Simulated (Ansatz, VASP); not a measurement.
# One calculation of CaInC4N4, two programs

```
Ca In C N
1.0
     8.22420    0.00000    0.00000
     0.00000    8.22420    0.00000
     0.00000    0.00000    3.76826
Ca In C N
1 1 4 4
Direct
  0.00000 0.00000 0.00000
  0.50000 0.50000 0.00000
  0.21363 0.78637 0.00000
  0.78637 0.21363 0.00000
  0.21363 0.21363 0.00000
  0.78637 0.78637 0.00000
  0.31419 0.68581 0.00000
  0.68581 0.31419 0.00000
  0.31419 0.31419 0.00000
  0.68581 0.68581 0.00000
```

Alike in both runs: functional PBE; k mesh 2 × 2 × 6; occupations gaussian, width 0.1 eV; no spin polarisation.

Ansatz relaxed the structure, and its values are those at the end. VASP's run is a single point on that final structure, the one shown.

```csv
,VASP,Ansatz
version,VASP 6.6.1,Ansatz 0.2.0
potentials or method,"VASP PAW PBE potentials, release 64 (Ca_sv, In_d, C_h, N_h), cutoff 910 eV","scalar-relativistic, plane waves, PAW"
valence electrons in the cell,59,59
```

```tsv
	VASP	Ansatz	Ansatz less VASP
gap on the k mesh at the Fermi level (eV)	none	none	-
rms of the force components (eV/Å)	0.004	0.002	-0.0024
```

A gap of «none» marks a metal or a gap that the smearing closes.

The k mesh is coarse, so the values compare programs but aren't converged. Noted on VASP's run: the cutoff is short for stress, so the pressure is rough.
